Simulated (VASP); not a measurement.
# Ag32Cl31 (a cell with a defect) in VASP: single point with PBEsol

Aim: the single point of Ag32Cl31 (a cell with a defect) with PBEsol.

Program: VASP 6.6.1. These are calculated values, not measurements. Logs are shortened: lines on timing, memory, paths and dates and some standing lists are left out, and cuts for length are marked.

### Step 1. The cell of the first run

The cell holds a defect, 63 atoms: a = 10.895 Å, b = 10.895 Å, c = 10.895 Å, α = 90.00°, β = 90.00°, γ = 90.00°.

### Step 2. Single point, PBEsol, collinear spin

The input, INCAR:

```
SYSTEM = Ag32Cl31
  PREC = Accurate
  ENCUT = 520
  EDIFF = 1E-6
  ISMEAR = -1
  SIGMA = 0.05
  LREAL = Auto
  LASPH = .True.
  NELM = 150
  ALGO = Normal
  ISIF = 2
  LWAVE = .False.
  LCHARG = .False.
  ISPIN = 2
  MAGMOM = 0 0 0 0 0 0 0 0 0 0 0 0 0 0 0 0 0 0 0 0 0 0 0 0 0 0 0 0 0 0 0 0 0 0 0.5 0 0 0 0.5 0 0.5 0 0.5 0 0 0 0 0 0 0.5 0.5 0 0 0 0 0 0 0 0 0 0 0 0
  LORBIT = 11
  LMAXMIX = 4
  GGA = PS
  NBANDS = 326
  ISYM = 0
  LUSENCCL = .False.
```

The input, KPOINTS:

```
Automatic mesh
0
Gamma
  1 1 1
  0.25 0.25 0.25
```

The input, POSCAR:

```
Ag32Cl31
1.0
   10.8954980000      0.0000000000      0.0000000000
    0.0000000000     10.8954980000      0.0000000000
    0.0000000000      0.0000000000     10.8954980000
Cl Ag
31 32
Direct
    0.2483260000      0.0125380000      0.0133950000
    0.2599980000      0.9465130000      0.4883240000
    0.2584960000      0.4890310000      0.9448120000
    0.7541150000      0.9972410000      0.9954820000
    0.7386380000      0.0070460000      0.5037200000
    0.7401680000      0.5028910000      0.0084690000
    0.8043690000      0.4946000000      0.4928490000
    0.9972800000      0.2500980000      0.9978650000
    0.0095510000      0.2376560000      0.5013120000
    0.0037740000      0.7504340000      0.9990570000
    0.9915370000      0.7620590000      0.4981730000
    0.5035560000      0.2478380000      0.0012470000
    0.4944180000      0.2582990000      0.4994490000
    0.4996730000      0.7515360000      0.9962830000
    0.5123020000      0.7353230000      0.4989840000
    0.9961060000      0.9983440000      0.2500870000
    0.0040310000      0.9993680000      0.7496490000
    0.0119300000      0.5015750000      0.2368050000
    0.9894630000      0.4984630000      0.7603530000
    0.5053960000      0.0017190000      0.2468120000
    0.4993090000      0.9970360000      0.7517360000
    0.4924950000      0.4996040000      0.2559950000
    0.5123410000      0.4993030000      0.7374850000
    0.2473000000      0.2585550000      0.2596800000
    0.2527050000      0.2360190000      0.7363170000
    0.2526650000      0.7370130000      0.2360550000
    0.2488960000      0.7593330000      0.7580820000
    0.7546810000      0.2493350000      0.2492820000
    0.7486500000      0.2485830000      0.7496270000
    0.7484840000      0.7505260000      0.2477540000
    0.7552730000      0.7501450000      0.7500240000
    0.0026640000      0.9996380000      0.9993120000
    0.0089500000      0.0021320000      0.4998640000
    0.0075930000      0.5003030000      0.0010790000
    0.0523130000      0.5123800000      0.5111470000
    0.4985200000      0.9992000000      0.9988770000
    0.4927730000      0.0053360000      0.4994710000
    0.4923600000      0.4999920000      0.0046770000
    0.4178070000      0.5093930000      0.5108530000
    0.2499880000      0.2569120000      0.0046740000
    0.2371280000      0.3317230000      0.5113130000
    0.2524890000      0.7401450000      0.9998280000
    0.2395730000      0.6967730000      0.5099650000
    0.7503510000      0.2528500000      0.9991370000
    0.7447640000      0.2587970000      0.4993800000
    0.7526020000      0.7483230000      0.9989660000
    0.7491940000      0.7434520000      0.4988270000
    0.2500940000      0.0039250000      0.2564510000
    0.2523380000      0.0002380000      0.7405470000
    0.2385780000      0.5113780000      0.3315800000
    0.2383340000      0.5098970000      0.6968950000
    0.7507660000      0.9997020000      0.2526090000
    0.7527250000      0.9994570000      0.7481070000
    0.7440420000      0.4999380000      0.2581480000
    0.7484440000      0.4991730000      0.7424140000
    0.0017710000      0.2519210000      0.2511770000
    0.0008590000      0.2499680000      0.7490100000
    0.0007140000      0.7490520000      0.2496400000
    0.0014360000      0.7491400000      0.7489790000
    0.4989860000      0.2526050000      0.2524560000
    0.4984360000      0.2508730000      0.7506010000
    0.4983870000      0.7508740000      0.2505720000
    0.5028670000      0.7477660000      0.7468840000
```

Potentials or basis: VASP PAW PBE potentials, release 64 (Cl, Ag).

On the command line:

```sh
$ cat potpaw_PBE.64/Cl/POTCAR potpaw_PBE.64/Ag/POTCAR > POTCAR
$ mpirun -np 1 vasp_std > vasp.out
```

OUTCAR:

```text
SYSTEM = Ag32Cl31
   PREC = Accurate
   ENCUT = 520
   EDIFF = 1E-6
   ISMEAR = -1
   LREAL = Auto
   LASPH = .True.
   NELM = 150
   ISIF = 2
   ISPIN = 2
   LORBIT = 11
   GGA = PS
   ISYM = 0

 ion  position               nearest neighbor table
   1  0.248  0.013  0.013-  48 2.65  40 2.66  32 2.68  36 2.73  42 2.97  49 2.98
   2  0.260  0.947  0.488-  48 2.60  37 2.62  43 2.74  33 2.80  49 2.81
   3  0.258  0.489  0.945-  40 2.61  38 2.63  51 2.72  42 2.80  34 2.80
   4  0.754  0.997  0.995-  53 2.70  32 2.71  46 2.71  36 2.79  44 2.79  52 2.80
   5  0.739  0.007  0.504-  53 2.67  37 2.68  52 2.74  45 2.74  47 2.87  33 2.95
   6  0.740  0.503  0.008-  46 2.68  38 2.70  54 2.72  44 2.73  55 2.90  34 2.91
   7  0.804  0.495  0.493-  54 2.64  45 2.65  35 2.72  47 2.78  55 2.79
   8  0.997  0.250  0.998-  44 2.69  57 2.71  34 2.73  32 2.73  40 2.76  56 2.76
   9  0.010  0.238  0.501-  33 2.57  41 2.69  57 2.70  56 2.73  45 2.89  35 3.03
  10  0.004  0.750  0.999-  42 2.71  32 2.72  59 2.72  34 2.73  58 2.73  46 2.74
  11  0.992  0.762  0.498-  33 2.62  47 2.65  58 2.71  59 2.74  43 2.80  35 2.80
  12  0.504  0.248  0.001-  44 2.69  36 2.71  61 2.73  60 2.74  38 2.75  40 2.76
  13  0.494  0.258  0.499-  60 2.69  45 2.73  61 2.74  37 2.76  39 2.86  41 2.92
[... 42 lines left out ...]
  51  0.238  0.510  0.697-   3 2.72  27 2.80  19 2.80  41 2.80  39 2.82  35 2.86  43 2.88  25 3.02
                            23 3.02
  52  0.751  1.000  0.253-  16 2.67  20 2.67  30 2.72  28 2.72   5 2.74   4 2.80
  53  0.753  0.999  0.748-   5 2.67   4 2.70  29 2.71  31 2.72  17 2.74  21 2.76
  54  0.744  0.500  0.258-   7 2.64   6 2.72  30 2.73  28 2.73  22 2.74  18 2.93
  55  0.748  0.499  0.742-  23 2.57  19 2.63  29 2.73  31 2.74   7 2.79   6 2.90
  56  0.002  0.252  0.251-  24 2.68  28 2.69  18 2.73   9 2.73   8 2.76  16 2.76
  57  0.001  0.250  0.749-   9 2.70   8 2.71  19 2.71  17 2.73  29 2.75  25 2.75
  58  0.001  0.749  0.250-  18 2.70  11 2.71  16 2.72  10 2.73  30 2.75  26 2.75
  59  0.001  0.749  0.749-  31 2.68  27 2.70  10 2.72  17 2.73  19 2.74  11 2.74
  60  0.499  0.253  0.252-  13 2.69  22 2.69  20 2.74  12 2.74  24 2.74  28 2.79
  61  0.498  0.251  0.751-  25 2.69  23 2.71  29 2.73  12 2.73  13 2.74  21 2.77
  62  0.498  0.751  0.251-  26 2.69  15 2.72  30 2.73  20 2.73  22 2.74  14 2.77
  63  0.503  0.748  0.747-  15 2.71  23 2.71  21 2.72  14 2.72  31 2.75  27 2.77

IMPORTANT INFORMATION: All symmetrisations will be switched off!
NOSYMM: (Re-)initialisation of all symmetry stuff for point group C_1.

----------------------------------------------------------------------------------------

                                     Primitive cell

  volume of cell :    1293.4250

  direct lattice vectors                    reciprocal lattice vectors
    10.895498000  0.000000000  0.000000000     0.091781027  0.000000000  0.000000000
     0.000000000 10.895498000  0.000000000     0.000000000  0.091781027  0.000000000
     0.000000000  0.000000000 10.895498000     0.000000000  0.000000000  0.091781027

  length of vectors
    10.895498000 10.895498000 10.895498000     0.091781027  0.091781027  0.091781027

  position of ions in fractional coordinates (direct lattice)
     0.248326000  0.012538000  0.013395000
[... 234 lines left out ...]
 spin component 1

 k-point     1 :       0.2500    0.2500    0.2500
  band No.  band energies     occupation
      1     -11.1603      1.00000
      2     -11.0359      1.00000
      3     -11.0121      1.00000
      4     -10.9563      1.00000
      5     -10.9170      1.00000
      6     -10.8793      1.00000
[... 1185 lines left out ...]
    295       7.6729      0.00000
    296       7.9104      0.00000
 Fermi energy:         4.1147559634

 spin component 2

 k-point     1 :       0.2500    0.2500    0.2500
  band No.  band energies     occupation
      1     -11.1603      1.00000
      2     -11.0359      1.00000
      3     -11.0121      1.00000
      4     -10.9563      1.00000
      5     -10.9170      1.00000
      6     -10.8793      1.00000
[... 1185 lines left out ...]
    295       7.6729      0.00000
    296       7.9104      0.00000
 [bands above 296 left out]

------------------------ aborting loop because EDIFF is reached ----------------------------------------

  FORCE on cell =-STRESS in cart. coord.  units (eV):
  Direction    XX          YY          ZZ          XY          YZ          ZX
  --------------------------------------------------------------------------------------
  -------------------------------------------------------------------------------------
  Total       -6.3905013     -6.2803424     -6.3863960     -0.0088769      0.1911363     -0.0170224
  in kB       -7.9159720     -7.7795173     -7.9108868     -0.0109959      0.2367622     -0.0210858
  external PRESSURE =      -7.8687920 kB  Pullay stress =       0.0000000 kB

 VOLUME and BASIS-vectors are now :
 -----------------------------------------------------------------------------
  energy-cutoff  :      520.00
  volume of cell :     1293.43
      direct lattice vectors                 reciprocal lattice vectors
    10.895498000  0.000000000  0.000000000     0.091781027  0.000000000  0.000000000
     0.000000000 10.895498000  0.000000000     0.000000000  0.091781027  0.000000000
     0.000000000  0.000000000 10.895498000     0.000000000  0.000000000  0.091781027

 POSITION                                       TOTAL-FORCE (eV/Angst)
 -----------------------------------------------------------------------------------
      2.70564      0.13661      0.14595         0.007622      0.002525     -0.005497
      2.83281     10.31273      5.32053         0.010768      0.008869      0.002304
      2.81644      5.32824     10.29420        -0.003777      0.006073      0.012644
      8.21646     10.86544     10.84627        -0.018611      0.010513      0.015418
      8.04783      0.07677      5.48828        -0.007693      0.014246     -0.016892
      8.06450      5.47925      0.09227        -0.009487     -0.014264      0.013197
[... 55 lines left out ...]
      5.43017      8.18115      2.73011        -0.010286     -0.009452      0.007960
      5.47899      8.14728      8.13767        -0.016495     -0.000534     -0.003188
 -----------------------------------------------------------------------------------
    total drift:                                0.006946      0.005783      0.000148

  FREE ENERGIE OF THE ION-ELECTRON SYSTEM (eV)
  ---------------------------------------------------
  free  energy   TOTEN  =      -190.7301861030 eV

  energy  without entropy=     -190.5594671621  energy(sigma->0) =     -190.64482663

 total charge

# of ion       s       p       d       tot
------------------------------------------
    1        1.594   3.437   0.000   5.031
    2        1.592   3.447   0.000   5.039
    3        1.592   3.447   0.000   5.038
    4        1.595   3.437   0.000   5.032
    5        1.595   3.436   0.000   5.030
    6        1.595   3.436   0.000   5.030
[... 55 lines left out ...]
   62        0.216   0.161   9.349   9.725
   63        0.216   0.161   9.351   9.727
--------------------------------------------------
tot         56.991 112.072 298.570 467.632

 magnetization (x)

# of ion       s       p       d       tot
------------------------------------------
    1        0.000   0.000   0.000   0.000
    2       -0.000  -0.000   0.000  -0.000
    3       -0.000  -0.000   0.000  -0.000
    4        0.000   0.000   0.000   0.000
    5        0.000   0.000   0.000   0.000
    6        0.000   0.000   0.000   0.000
[... 55 lines left out ...]
   62        0.000   0.000  -0.000   0.000
   63        0.000   0.000  -0.000   0.000
--------------------------------------------------
tot          0.000   0.000   0.000   0.000
```

Wall time 7.7 min (1 × NVIDIA H100 80GB with 1 thread of AMD EPYC 7R13 (Zen 3), shared host); peak memory 3.3 GiB.

What came out:

```yaml
Free_energy: -190.7302 eV
Pressure: -0.8 GPa
Largest_force: 0.093 eV/Å
Band_gap_on_the_k_mesh: 1.86 eV
Net_moment: 0.00 μB per cell
Valence_electrons_inside_the_program's_atomic_spheres: Cl 5.03, 5.04 (each value once); Ag 9.73, 9.74, 9.75, 9.72, 9.78 (each value once)
```

Forces in eV/Å, atoms in the order of the input:
```
Cl   0.008  0.003 -0.005
Cl   0.011  0.009  0.002
Cl  -0.004  0.006  0.013
Cl  -0.019  0.011  0.015
Cl  -0.008  0.014 -0.017
Cl  -0.009 -0.014  0.013
Cl   0.001  0.002 -0.017
Cl   0.000 -0.020 -0.009
Cl  -0.030 -0.035 -0.002
Cl  -0.023  0.017  0.006
Cl  -0.047  0.025 -0.008
Cl   0.001 -0.001  0.004
Cl   0.013 -0.013 -0.012
Cl   0.030  0.000 -0.003
Cl   0.038  0.044  0.009
Cl   0.004 -0.009 -0.020
Cl  -0.022  0.009  0.021
Cl  -0.040 -0.002 -0.027
Cl  -0.027 -0.002  0.041
Cl  -0.012  0.000  0.003
Cl   0.027 -0.004 -0.003
Cl   0.015 -0.014 -0.014
Cl   0.039  0.012  0.042
Cl   0.028 -0.028 -0.023
Cl  -0.006 -0.023  0.021
Cl  -0.001  0.030 -0.024
Cl   0.031  0.036  0.049
Cl  -0.015  0.004 -0.004
Cl   0.006 -0.013  0.008
Cl   0.008 -0.002 -0.011
Cl  -0.026  0.013  0.015
Ag   0.002  0.003  0.002
Ag   0.007  0.000 -0.003
Ag   0.006 -0.002 -0.006
Ag   0.080 -0.014 -0.016
Ag   0.005 -0.001 -0.001
Ag   0.011 -0.012  0.010
Ag   0.012  0.007 -0.014
Ag  -0.087  0.009  0.008
Ag  -0.001 -0.002 -0.002
Ag  -0.019  0.086 -0.017
Ag  -0.016 -0.007 -0.015
Ag   0.014 -0.081  0.007
Ag   0.007 -0.006  0.004
Ag   0.015 -0.016  0.009
Ag  -0.010  0.000 -0.001
Ag   0.009 -0.006  0.002
Ag   0.000 -0.002  0.000
Ag  -0.015 -0.012 -0.006
Ag  -0.014 -0.014  0.091
Ag   0.014  0.008 -0.083
Ag   0.009  0.004 -0.005
Ag  -0.009 -0.001 -0.003
Ag   0.018  0.004 -0.009
Ag   0.002  0.004 -0.008
Ag   0.002  0.009  0.010
Ag   0.015 -0.004 -0.003
Ag   0.016 -0.004 -0.004
Ag   0.011 -0.006 -0.007
Ag  -0.023  0.007  0.005
Ag  -0.009  0.006 -0.011
Ag  -0.010 -0.009  0.008
Ag  -0.016 -0.001 -0.003
```

Caveat: the PAW data sets were made with another functional, which shifts forces and pressure a little.
